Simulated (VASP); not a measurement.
# CdTe (P6_3/mmc) in VASP: further runs, part 2 of 3

VASP 6.6.1. The steps go on from the part before.

## (4) Single point, r2SCAN (volume changed by -6%)

The input, POSCAR:

```
CdTe
1.0
    4.7843727794      0.0000000000      0.0000000000
   -2.3921863897      4.1433883681      0.0000000000
    0.0000000000      0.0000000000      6.4870599059
Cd Te
2 2
Direct
    0.3333333333      0.6666666667      0.2500000000
    0.6666666667      0.3333333333      0.7500000000
    0.6666666667      0.3333333333      0.2500000000
    0.3333333333      0.6666666667      0.7500000000
```

The input, INCAR.step1:

```
SYSTEM = CdTe
PREC = Accurate
ENCUT = 520
ISMEAR = -1
SIGMA = 0.02
LREAL = .FALSE.
LASPH = .TRUE.
NELM = 100
NBANDS = 26
GGA = PE
ALGO = Normal
EDIFF = 1E-4
LWAVE = .TRUE.
LCHARG = .FALSE.
```

The input, INCAR.step2:

```
SYSTEM = CdTe
PREC = Accurate
ENCUT = 520
EDIFF = 1E-7
ISMEAR = -1
SIGMA = 0.02
LREAL = .FALSE.
LASPH = .TRUE.
NELM = 100
ALGO = Normal
ISIF = 2
LWAVE = .FALSE.
LCHARG = .FALSE.
METAGGA = R2SCAN
LMIXTAU = .TRUE.
NBANDS = 26
ISTART = 1
```

The input, KPOINTS:

```
regular mesh
0
G
  6 6 4
  0 0 0
```

Potentials or basis: VASP PAW PBE potentials, release 64 (Cd, Te).

Started as:

```sh
> cat potpaw_PBE.64/Cd/POTCAR potpaw_PBE.64/Te/POTCAR > POTCAR
> cp INCAR.step1 INCAR
> mpirun -np 1 vasp_std > vasp.out
> cp INCAR.step2 INCAR
> mpirun -np 1 vasp_std > vasp.out
```

OUTCAR:

```text
SYSTEM = CdTe
   PREC = Accurate
   ENCUT = 520
   EDIFF = 1E-7
   ISMEAR = -1
   LREAL = .FALSE.
   LASPH = .TRUE.
   NELM = 100
   ISIF = 2
   METAGGA = R2SCAN
   ISTART = 1

 ion  position               nearest neighbor table
   1  0.333  0.667  0.250-   3 2.76   3 2.76   3 2.76   4 3.24   4 3.24
   2  0.667  0.333  0.750-   4 2.76   4 2.76   4 2.76   3 3.24   3 3.24
   3  0.667  0.333  0.250-   1 2.76   1 2.76   1 2.76   2 3.24   2 3.24
   4  0.333  0.667  0.750-   2 2.76   2 2.76   2 2.76   1 3.24   1 3.24

  LATTYP: Found a hexagonal cell.
 ALAT       =     4.7843727794
 C/A-ratio  =     1.3558851296

  Lattice vectors:

 A1 = (   4.7843727794,   0.0000000000,   0.0000000000)
 A2 = (  -2.3921863897,   4.1433883681,   0.0000000000)
 A3 = (   0.0000000000,   0.0000000000,   6.4870599059)

Analysis of symmetry for initial positions (statically):
=====================================================================
 Subroutine PRICEL returns:
 Original cell was already a primitive cell.

 Routine SETGRP: Setting up the symmetry group for a
 hexagonal supercell.

 Subroutine GETGRP returns: Found 24 space group operations
 (whereof 12 operations were pure point group operations)
 out of a pool of 24 trial point group operations.

The static configuration has the point symmetry D_3d.
 The point group associated with its full space group is D_6h.

Analysis of symmetry for dynamics (positions and initial velocities):
=====================================================================
 Subroutine PRICEL returns:
 Original cell was already a primitive cell.

 Routine SETGRP: Setting up the symmetry group for a
 hexagonal supercell.

 Subroutine GETGRP returns: Found 24 space group operations
 (whereof 12 operations were pure point group operations)
 out of a pool of 24 trial point group operations.

The dynamic configuration has the point symmetry D_3d.
 The point group associated with its full space group is D_6h.

 Subroutine INISYM returns: Found 24 space group operations
 (whereof 12 operations are pure point group operations),
 and found     1 'primitive' translations

----------------------------------------------------------------------------------------

                                     Primitive cell

  volume of cell :     128.5963

  direct lattice vectors                    reciprocal lattice vectors
     4.784372779  0.000000000  0.000000000     0.209013814  0.120674182  0.000000000
    -2.392186390  4.143388368  0.000000000     0.000000000  0.241348363  0.000000000
     0.000000000  0.000000000  6.487059906     0.000000000  0.000000000  0.154153039

  length of vectors
     4.784372779  4.784372779  6.487059906     0.241348363  0.241348363  0.154153039

  position of ions in fractional coordinates (direct lattice)
     0.333333333  0.666666667  0.250000000
     0.666666667  0.333333333  0.750000000
     0.666666667  0.333333333  0.250000000
     0.333333333  0.666666667  0.750000000

  ion indices of the primitive-cell ions
   primitive index   ion index
                 1           1
                 2           2
                 3           3
                 4           4

----------------------------------------------------------------------------------------

 KPOINTS: regular mesh

Automatic generation of k-mesh.
 Grid dimensions read from file:
 generate k-points for:    6    6    4

 Generating k-lattice:

  Cartesian coordinates                     Fractional coordinates (reciprocal lattice)
     0.034835636  0.020112364  0.000000000     0.166666667  0.000000000  0.000000000
     0.000000000  0.040224727  0.000000000     0.000000000  0.166666667  0.000000000
     0.000000000  0.000000000  0.038538260     0.000000000  0.000000000  0.250000000

  Length of vectors
     0.040224727  0.040224727  0.038538260

  Shift w.r.t. Gamma in fractional coordinates (k-lattice)
     0.000000000  0.000000000  0.000000000

 Subroutine IBZKPT returns following result:
 ===========================================

 Found     21 irreducible k-points:

 Following reciprocal coordinates:
            Coordinates               Weight
  0.000000  0.000000  0.000000      1.000000
  0.166667  0.000000  0.000000      6.000000
  0.333333 -0.000000  0.000000      6.000000
  0.500000 -0.000000  0.000000      3.000000
  0.166667  0.166667  0.000000      6.000000
  0.333333  0.166667  0.000000     12.000000
[... 13 lines left out ...]
  0.333333  0.166667  0.500000     12.000000
  0.333333  0.333333  0.500000      2.000000
   k-points           NKPTS =     21   k-points in BZ     NKDIM =     21   number of bands    NBANDS=     26
   number of dos      NEDOS =    301   number of ions     NIONS =      4
   total plane-waves  NPLWV =  62208
   dimension x,y,z NGX =    36 NGY =   36 NGZ =   48
   dimension x,y,z NGXF=    72 NGYF=   72 NGZF=   96
   ions per type =               2   2
   NGX,Y,Z   is equivalent  to a cutoff of  12.51, 12.51, 12.30 a.u.
   NGXF,Y,Z  is equivalent  to a cutoff of  25.02, 25.02, 24.60 a.u.
 SYSTEM =  CdTe
   PREC   = accura    normal or accurate (medium, high low for compatibility)
   ISTART =      1    job   : 0-new  1-cont  2-samecut
   ICHARG =      0    charge: 1-file 2-atom 10-const
   ISPIN  =      1    spin polarized calculation?
   LNONCOLLINEAR =      F non collinear calculations
   LSORBIT =      F    spin-orbit coupling
   LASPH  =      T    aspherical Exc in radial PAW
   ENCUT  =  520.0 eV  38.22 Ry    6.18 a.u.   8.90  8.90 12.06*2*pi/ulx,y,z
   NELM   =    100;   NELMIN=  2; NELMDL=  0     # of ELM steps
   EDIFF  = 0.1E-06   stopping-criterion for ELM
   LREAL  =      F    real-space projection
   EDIFFG = 0.1E-05   stopping-criterion for IOM
   NSW    =      0    number of steps for IOM
   IBRION =     -1    ionic relax: 0-MD 1-quasi-New 2-CG
   NFREE  =      0    steps in history (QN), initial steepest desc. (CG)
   ISIF   =      2    stress and relaxation
   ISYM   =      2    0-nonsym 1-usesym 2-fastsym
   POTIM  = 0.5000    time-step for ionic-motion
   TEBEG  =    0.0;   TEEND  =   0.0 temperature during run
   PSTRESS=    0.0 pullay stress
   NELECT =      36.0000    total number of electrons
   NUPDOWN=      -1.0000    fix difference up-down
   EMIN   =  10.00;   EMAX   =-10.00  energy-range for DOS
   EFERMI =   0.00;   METHOD = LEGACY
   ISMEAR =    -1;   SIGMA  =   0.02  broadening in eV -4-tet -1-fermi 0-gaus
   EFERMI_NEDOS =   21; number of points for ismear=-14 and -15
   IALGO  =     38    algorithm
   IMIX   =      4    mixing-type and parameters
     AMIX     =   0.40;   BMIX     =  1.00
     AMIX_MAG =   1.60;   BMIX_MAG =  1.00
  volume/ion in A,a.u.               =      32.15       216.95
  Fermi-wavevector in a.u.,A,eV,Ry     =   1.070942  2.023788 15.604764  1.146918
  Thomas-Fermi vector in A             =   2.206668
   LORBIT       =      0    0 simple, 1 ext, 2 COOP (PROOUT), +10 PAW based schemes
   METAGGA = R2SCAN    functional components
   LHFCALC =     F    Hartree Fock is set to
   AEXX    =    0.0000 exact exchange contribution
   IVDW    =     0    specifies the selected vdW correction
   LEPSILON=     F    determine dielectric tensor
   LRPA    =     F    only Hartree local field effects (RPA)
 non-spin polarized calculation
  energy-cutoff  :      520.00
  volume of cell :      128.60
 maximum number of plane-waves:      3498
 NGX is ok and might be reduce to    36
   NGX = 17   NGY = 17   NGZ = 25

 number of electron      35.9999990 magnetization

 Free energy of the ion-electron system (eV)
  ---------------------------------------------------
  ext. energy  EPLUGINS =         0.00000000
  ---------------------------------------------------
  free energy    TOTEN  =       -92.60789849 eV

  energy without entropy =      -92.60776192  energy(sigma->0) =      -92.60783021

 E-fermi :   2.7458     XC(G=0):  -9.3820

 val. band max:        2.6498488559   @ k =   0.3333   0.3333   0.5000
 cond. band min:       2.8061647402   @ k =   0.0000   0.0000   0.0000
 fundamental gap:      0.1563158842
 Fermi energy:         2.7458157261

 k-point     1 :       0.0000    0.0000    0.0000
  band No.  band energies     occupation
      1      -9.1385      2.00000
      2      -8.4891      2.00000
      3      -6.1878      2.00000
      4      -6.1878      2.00000
      5      -6.1798      2.00000
      6      -6.1798      2.00000
[... 598 lines left out ...]
     25       9.0996      0.00000
     26       9.0996      0.00000

------------------------ aborting loop because EDIFF is reached ----------------------------------------

  FORCE on cell =-STRESS in cart. coord.  units (eV):
  Direction    XX          YY          ZZ          XY          YZ          ZX
  --------------------------------------------------------------------------------------
  -------------------------------------------------------------------------------------
  Total        2.8701736      2.8701736      1.8437581     -0.0000000      0.0000000      0.0000000
  in kB       35.7593965     35.7593965     22.9713208     -0.0000000      0.0000000      0.0000000
  external PRESSURE =      31.4967046 kB  Pullay stress =       0.0000000 kB

 VOLUME and BASIS-vectors are now :
 -----------------------------------------------------------------------------
  energy-cutoff  :      520.00
  volume of cell :      128.60
      direct lattice vectors                 reciprocal lattice vectors
     4.784372779  0.000000000  0.000000000     0.209013814  0.120674182  0.000000000
    -2.392186390  4.143388368  0.000000000     0.000000000  0.241348363  0.000000000
     0.000000000  0.000000000  6.487059906     0.000000000  0.000000000  0.154153039

 POSITION                                       TOTAL-FORCE (eV/Angst)
 -----------------------------------------------------------------------------------
     -0.00000      2.76226      1.62176        -0.000000      0.000000     -0.000000
      2.39219      1.38113      4.86529         0.000000     -0.000000      0.000000
      2.39219      1.38113      1.62176         0.000000      0.000000      0.000000
     -0.00000      2.76226      4.86529         0.000000     -0.000000      0.000000
 -----------------------------------------------------------------------------------
    total drift:                               -0.000000     -0.000000     -0.000000

  FREE ENERGIE OF THE ION-ELECTRON SYSTEM (eV)
  ---------------------------------------------------
  free  energy   TOTEN  =       -92.6078984915 eV

  energy  without entropy=      -92.6077619186  energy(sigma->0) =      -92.60783021
```

Run time: 2.3 min. Hardware: 1 thread of AMD EPYC 9R45 (Zen 5), shared host; peak memory 0.25 GiB.

What came out:

- Free energy: -92.6079 eV
- Pressure: 3.1 GPa
- Band gap on the k mesh: 0.16 eV, indirect (least direct gap 0.17 eV)

Stress tensor (GPa, compression positive):
```
3.58 0.00 0.00
0.00 3.58 0.00
0.00 0.00 2.30
```

Caveat: the PAW data sets were made with another functional, which shifts forces and pressure a little; spin-orbit coupling is left out, which moves the levels of the heavy elements. A k mesh can miss the band edges.

## (5) Single point, r2SCAN (volume changed by -3%)

The input, POSCAR:

```
CdTe
1.0
    4.8347382993      0.0000000000      0.0000000000
   -2.4173691497      4.1870061878      0.0000000000
    0.0000000000      0.0000000000      6.5553497654
Cd Te
2 2
Direct
    0.3333333333      0.6666666667      0.2500000000
    0.6666666667      0.3333333333      0.7500000000
    0.6666666667      0.3333333333      0.2500000000
    0.3333333333      0.6666666667      0.7500000000
```

The input, INCAR.step1:

```
SYSTEM = CdTe
ALGO     = Normal         ! electronic algorithm
EDIFF    = 1E-4           ! SCF threshold, eV
ENCUT    = 520            ! plane-wave cutoff, eV
GGA      = PE             ! functional
ISMEAR   = -1             ! smearing method
LASPH    = .True.         ! aspherical terms in the spheres
LCHARG   = .False.        ! write CHGCAR
LREAL    = .False.        ! projectors in reciprocal space
LWAVE    = .True.         ! write WAVECAR
NBANDS   = 26             ! bands
NELM     = 80             ! most SCF steps
PREC     = Accurate       ! precision mode
SIGMA    = 0.02           ! smearing width, eV
```

The input, INCAR.step2:

```
SYSTEM = CdTe
ALGO     = Normal         ! electronic algorithm
EDIFF    = 1E-7           ! SCF threshold, eV
ENCUT    = 520            ! plane-wave cutoff, eV
ISIF     = 2              ! what is computed and relaxed
ISMEAR   = -1             ! smearing method
ISTART   = 1            
LASPH    = .True.         ! aspherical terms in the spheres
LCHARG   = .False.        ! write CHGCAR
LMIXTAU  = .True.       
LREAL    = .False.        ! projectors in reciprocal space
LWAVE    = .False.        ! write WAVECAR
METAGGA  = R2SCAN         ! meta-GGA
NBANDS   = 26             ! bands
NELM     = 80             ! most SCF steps
PREC     = Accurate       ! precision mode
SIGMA    = 0.02           ! smearing width, eV
```

The input, KPOINTS:

```
k-points
0
Gamma
  6 6 4
  0 0 0
```

Started as:

```sh
> cat potpaw_PBE.64/Cd/POTCAR potpaw_PBE.64/Te/POTCAR > POTCAR
> cp INCAR.step1 INCAR
> mpirun -np 1 vasp_std > vasp.out
> cp INCAR.step2 INCAR
> mpirun -np 1 vasp_std > vasp.out
```

It took 3 min on 1 thread of AMD EPYC 9R45 (Zen 5), shared host; peak memory 0.26 GiB.

It converged, with:

| Quantity | Value |
| --- | --- |
| Free energy | -92.6672 eV |
| Pressure | 1.5 GPa |
| Band gap on the k mesh | 0.17 eV, indirect (least direct gap 0.20 eV) |

Stress tensor (GPa, compression positive):
```
1.71 0.00 0.00
0.00 1.71 0.00
0.00 0.00 1.11
```

Levels at points of the mesh, in eV from the valence-band top:
```
           k point  band 15  band 16  band 17  band 18  band 19  band 20  band 21  band 22
(0.00, 0.00, 0.00)    -1.33    -0.30    -0.30    -0.03     0.17     1.20     4.37     4.37
(0.50, 0.00, 0.00)    -2.47    -2.37    -1.18    -1.15     1.47     3.25     5.23     6.68
(0.00, 0.00, 0.50)    -0.83    -0.83    -0.83    -0.83     1.73     1.73     4.70     4.70
(0.50, 0.00, 0.50)    -1.87    -1.87    -0.40    -0.40     2.79     2.79     3.97     3.97
```

Caveat: the PAW data sets were made with another functional, which shifts forces and pressure a little; spin-orbit coupling is left out, which moves the levels of the heavy elements.

[end of part 2 of 3]
